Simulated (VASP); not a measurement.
# GdN (F-43m) in VASP: a series of runs

GdN is run at these levels: PBE; tasks: single point.

All numbers are computed with VASP 6.6.1; they aren't measurements. Logs are shortened: lines on timing, memory, paths and dates and some standing lists are left out, and cuts for length are marked.

### Step 1. The cell of the first run

It takes space group F-43m (No. 216, cubic). The conventional cell has a = 5.341 Å, b = 5.341 Å, c = 5.341 Å, α = 90.00°, β = 90.00°, γ = 90.00°. Within 3.1 Å of Gd (site symmetry -43m) lie 4 N at 2.31 Å. N (site symmetry -43m) has 4 Gd at 2.31 Å within 3.1 Å.

The cell was generated, and may not be a known phase.

### Step 2. Single point, PBE, collinear spin, ferromagnetic start

Contents of INCAR:

```
SYSTEM = GdN
ALGO = Normal
EDIFF = 1E-6
ENCUT = 520
GGA = PE
ISIF = 2
ISMEAR = 0
ISPIN = 2
LASPH = .True.
LCHARG = .False.
LMAXMIX = 6
LORBIT = 11
LREAL = .False.
LWAVE = .False.
MAGMOM = 7 0
NBANDS = 22
NELM = 150
PREC = Accurate
SIGMA = 0.1
```

Contents of KPOINTS:

```
k-points
0
Gamma
  6 6 6
  0 0 0
```

Contents of POSCAR:

```
GdN
1.0
    0.0000000000      2.6703598386      2.6703598386
    2.6703598386      0.0000000000      2.6703598386
    2.6703598386      2.6703598386      0.0000000000
Gd N
1 1
Direct
    0.0000000000      0.0000000000      0.0000000000
    0.7500000000      0.7500000000      0.7500000000
```

Potentials or basis: VASP PAW PBE potentials, release 64 (Gd, N).

The run is started by

```
cat potpaw_PBE.64/Gd/POTCAR potpaw_PBE.64/N/POTCAR > POTCAR
mpirun -np 1 vasp_std > vasp.out
```

OUTCAR:

```text
SYSTEM = GdN
   EDIFF = 1E-6
   ENCUT = 520
   GGA = PE
   ISIF = 2
   ISMEAR = 0
   ISPIN = 2
   LASPH = .True.
   LORBIT = 11
   LREAL = .False.
   NELM = 150
   PREC = Accurate

 ion  position               nearest neighbor table
   1  0.000  0.000  0.000-   2 2.31   2 2.31   2 2.31   2 2.31
   2  0.750  0.750  0.750-   1 2.31   1 2.31   1 2.31   1 2.31

  LATTYP: Found a face centered cubic cell.
 ALAT       =     5.3407196772

  Lattice vectors:

 A1 = (   0.0000000000,   2.6703598386,   2.6703598386)
 A2 = (   2.6703598386,   0.0000000000,   2.6703598386)
 A3 = (   2.6703598386,   2.6703598386,   0.0000000000)

Analysis of symmetry for initial positions (statically):
=====================================================================
 Subroutine PRICEL returns:
 Original cell was already a primitive cell.

 Routine SETGRP: Setting up the symmetry group for a
 face centered cubic supercell.

 Subroutine GETGRP returns: Found 24 space group operations
 (whereof 24 operations were pure point group operations)
 out of a pool of 48 trial point group operations.

The static configuration has the point symmetry T_d .

Analysis of symmetry for dynamics (positions and initial velocities):
=====================================================================
 Subroutine PRICEL returns:
 Original cell was already a primitive cell.

 Routine SETGRP: Setting up the symmetry group for a
 face centered cubic supercell.

 Subroutine GETGRP returns: Found 24 space group operations
 (whereof 24 operations were pure point group operations)
 out of a pool of 48 trial point group operations.

The dynamic configuration has the point symmetry T_d .

Analysis of structural, dynamic, and magnetic symmetry:
=====================================================================
 Subroutine PRICEL returns:
 Original cell was already a primitive cell.

 Routine SETGRP: Setting up the symmetry group for a
 face centered cubic supercell.

 Subroutine GETGRP returns: Found 24 space group operations
 (whereof 24 operations were pure point group operations)
 out of a pool of 48 trial point group operations.

The overall configuration has the point symmetry T_d .

 Subroutine INISYM returns: Found 24 space group operations
 (whereof 24 operations are pure point group operations),
 and found     1 'primitive' translations

[... 106 lines left out ...]
  volume/ion in A,a.u.               =      19.04       128.50
  Fermi-wavevector in a.u.,A,eV,Ry     =   1.383793  2.614989 26.053549  1.914882
  Thomas-Fermi vector in A             =   2.508357
   LORBIT       =     11    0 simple, 1 ext, 2 COOP (PROOUT), +10 PAW based schemes
   GGA     = PE    functional components
   LHFCALC =     F    Hartree Fock is set to
   AEXX    =    0.0000 exact exchange contribution
   IVDW    =     0    specifies the selected vdW correction
   LEPSILON=     F    determine dielectric tensor
   LRPA    =     F    only Hartree local field effects (RPA)
 spin polarized calculation
 Gauss-broadening in eV      SIGMA  =   0.10
  energy-cutoff  :      520.00
  volume of cell :       38.08
 maximum number of plane-waves:      1034
   NGX = 13   NGY = 13   NGZ = 13

 number of electron      22.9999994 magnetization       7.0000473

 Free energy of the ion-electron system (eV)
  ---------------------------------------------------
  ext. energy  EPLUGINS =         0.00000000
  ---------------------------------------------------
  free energy    TOTEN  =       -22.83310337 eV

  energy without entropy =      -22.83310337  energy(sigma->0) =      -22.83310337

 E-fermi :   2.5199     XC(G=0): -10.2355

 val. band max:        2.0617690272   @ k =   0.5000   0.5000   0.0000
 cond. band min:       3.2460005853   @ k =   0.0000   0.0000   0.0000
 fundamental gap:      1.1842315581
 Fermi energy:         2.5199277724

 spin component 1

 k-point     1 :       0.0000    0.0000    0.0000
  band No.  band energies     occupation
      1     -41.0979      1.00000
      2     -18.3125      1.00000
      3     -18.3125      1.00000
      4     -18.3125      1.00000
      5     -10.0387      1.00000
      6      -0.9334      1.00000
[... 389 lines left out ...]
     21      13.8799      0.00000
     22      13.9231      0.00000
 Fermi energy:         2.5199277724

 spin component 2

 k-point     1 :       0.0000    0.0000    0.0000
  band No.  band energies     occupation
      1     -37.9941      1.00000
      2     -16.1088      1.00000
      3     -16.1088      1.00000
      4     -16.1088      1.00000
      5     -10.0050      1.00000
      6       0.2632      1.00000
[... 389 lines left out ...]
     21      14.6091      0.00000
     22      14.7066      0.00000

------------------------ aborting loop because EDIFF is reached ----------------------------------------

  FORCE on cell =-STRESS in cart. coord.  units (eV):
  Direction    XX          YY          ZZ          XY          YZ          ZX
  --------------------------------------------------------------------------------------
  -------------------------------------------------------------------------------------
  Total       -0.0039444     -0.0039444     -0.0039444      0.0000000      0.0000000      0.0000000
  in kB       -0.1659417     -0.1659417     -0.1659417      0.0000000      0.0000000      0.0000000
  external PRESSURE =      -0.1659417 kB  Pullay stress =       0.0000000 kB

 VOLUME and BASIS-vectors are now :
 -----------------------------------------------------------------------------
  energy-cutoff  :      520.00
  volume of cell :       38.08
      direct lattice vectors                 reciprocal lattice vectors
     0.000000000  2.670359839  2.670359839    -0.187240683  0.187240683  0.187240683
     2.670359839  0.000000000  2.670359839     0.187240683 -0.187240683  0.187240683
     2.670359839  2.670359839  0.000000000     0.187240683  0.187240683 -0.187240683

 POSITION                                       TOTAL-FORCE (eV/Angst)
 -----------------------------------------------------------------------------------
      0.00000      0.00000      0.00000         0.000000      0.000000      0.000000
      4.00554      4.00554      4.00554        -0.000000     -0.000000     -0.000000
 -----------------------------------------------------------------------------------
    total drift:                                0.000000      0.000000      0.000000

  FREE ENERGIE OF THE ION-ELECTRON SYSTEM (eV)
  ---------------------------------------------------
  free  energy   TOTEN  =       -22.8331033692 eV

  energy  without entropy=      -22.8331033692  energy(sigma->0) =      -22.83310337

 total charge

# of ion       s       p       d       f       tot
--------------------------------------------------
    1        2.045   5.632   0.593   7.003  15.272
    2        1.259   2.411   0.000   0.000   3.670
--------------------------------------------------
tot          3.305   8.042   0.593   7.003  18.942

 magnetization (x)

# of ion       s       p       d       f       tot
--------------------------------------------------
    1       -0.000  -0.081   0.067   6.802   6.788
    2       -0.007  -0.049   0.000   0.000  -0.056
--------------------------------------------------
tot         -0.008  -0.130   0.067   6.802   6.732
```

stdout:

```text
POSCAR found type information on POSCAR GdN
 POSCAR found :  2 types and       2 ions
 scaLAPACK will be used
 LDA part: xc-table for (Slater+PW92), standard interpolation
 POSCAR, INCAR and KPOINTS ok, starting setup
 FFT: planning ... GRIDC
 FFT: planning ... GRID_SOFT
 FFT: planning ... GRID
 WAVECAR not read
 entering main loop
```

Wall time 37 s (1 thread of Intel Xeon 6975P-C (Granite Rapids), shared host); peak memory 0.19 GiB.

Results:

```yaml
Free_energy: -22.8331 eV
Pressure: 0.0 GPa
Band_gap_on_the_k_mesh: 1.18 eV (least direct gap 1.87 eV)
Net_moment: 7.00 μB per cell
Site_moments: Gd +6.79; N -0.06 μB
Valence_electrons_inside_the_program's_atomic_spheres: Gd 15.27; N 3.67
```

Levels at points of the mesh, in eV from the valence-band top:
Spin up:
| k point | band 13 | band 14 | band 15 | band 16 | band 17 | band 18 |
| --- | --- | --- | --- | --- | --- | --- |
| (0.00, 0.00, 0.00) | -1.67 | -1.67 | -1.67 | 1.79 | 5.01 | 5.01 |
| (0.50, 0.00, 0.00) | -1.54 | -1.19 | -1.19 | 3.96 | 5.39 | 5.39 |
| (0.50, 0.50, 0.00) | -2.38 | 0.00 | 0.00 | 1.94 | 4.80 | 6.69 |
Spin down:
| k point | band 6 | band 7 | band 8 | band 9 | band 10 | band 11 |
| --- | --- | --- | --- | --- | --- | --- |
| (0.00, 0.00, 0.00) | -1.80 | -1.80 | -1.80 | 1.18 | 2.59 | 2.59 |
| (0.50, 0.00, 0.00) | -1.33 | -1.27 | -1.27 | 2.24 | 2.50 | 2.56 |
| (0.50, 0.50, 0.00) | -2.74 | -0.18 | -0.18 | 2.32 | 2.51 | 2.52 |

Caveat: spin-orbit coupling is left out, which moves the levels of the heavy elements; a cell with one magnetic atom can't hold antiferromagnetic order, which such compounds often take; semilocal functionals describe open f shells poorly, which spoils levels, moments and volumes.

### Step 3. Single point, PBE, collinear spin, ferromagnetic start

This run uses another cell than the first one, of 21.17 Å³/atom.

Contents of INCAR:

```
SYSTEM = GdN
PREC = Accurate
ENCUT = 520
EDIFF = 1E-7
ISMEAR = 0
SIGMA = 0.1
LREAL = .FALSE.
LASPH = .TRUE.
NELM = 150
ALGO = Normal
ISIF = 2
LWAVE = .FALSE.
LCHARG = .FALSE.
ISPIN = 2
MAGMOM = 7 0
LORBIT = 11
LMAXMIX = 6
GGA = PE
NBANDS = 22
```

Contents of KPOINTS:

```
regular mesh
0
G
  6 6 6
  0 0 0
```

Contents of POSCAR:

```
GdN
1.0
    0.0000000000      2.7664672600      2.7664672600
    2.7664672600      0.0000000000      2.7664672600
    2.7664672600      2.7664672600      0.0000000000
Gd N
1 1
Direct
    0.0000000000      0.0000000000      0.0000000000
    0.7500000000      0.7500000000      0.7500000000
```

Potentials or basis: VASP PAW PBE potentials, release 64 (Gd, N).

The run is started by

```
cat potpaw_PBE.64/Gd/POTCAR potpaw_PBE.64/N/POTCAR > POTCAR
mpirun -np 1 vasp_std > vasp.out
```

Wall time 71 s (1 thread of Intel Xeon 6975P-C (Granite Rapids), shared host); peak memory 0.21 GiB.

Results (log left out):

- Free energy: -22.7029 eV
- Pressure: -9.2 GPa
- Band gap on the k mesh: 1.08 eV (least direct gap 1.83 eV)
- Net moment: 7.00 μB per cell
- Site moments: Gd +6.79; N -0.06 μB
- Valence electrons inside the program's atomic spheres: Gd 15.19; N 3.61

Levels at points of the mesh, in eV from the valence-band top:
Spin up:
```tsv
k point	band 13	band 14	band 15	band 16	band 17	band 18
(0.00, 0.00, 0.00)	-1.43	-1.43	-1.43	1.51	4.73	4.73
(0.50, 0.00, 0.00)	-1.50	-0.99	-0.99	3.74	5.04	5.04
(0.50, 0.50, 0.00)	-2.30	-0.01	-0.01	1.89	4.50	6.16
```
Spin down:
| k point | band 4 | band 5 | band 6 | band 7 | band 8 | band 9 | band 10 | band 11 | band 12 | band 13 |
| --- | --- | --- | --- | --- | --- | --- | --- | --- | --- | --- |
| (0.00, 0.00, 0.00) | -18.49 | -11.77 | -1.45 | -1.45 | -1.45 | 1.08 | 2.29 | 2.29 | 2.29 | 2.39 |
| (0.50, 0.00, 0.00) | -18.56 | -11.04 | -1.30 | -1.01 | -1.01 | 2.04 | 2.23 | 2.27 | 2.27 | 2.37 |
| (0.50, 0.50, 0.00) | -18.68 | -10.79 | -2.36 | -0.15 | -0.15 | 2.14 | 2.23 | 2.25 | 2.31 | 2.31 |

Caveat: the cell stands under tension; spin-orbit coupling is left out, which moves the levels of the heavy elements; a cell with one magnetic atom can't hold antiferromagnetic order, which such compounds often take; semilocal functionals describe open f shells poorly, which spoils levels, moments and volumes. A k mesh can miss the band edges.
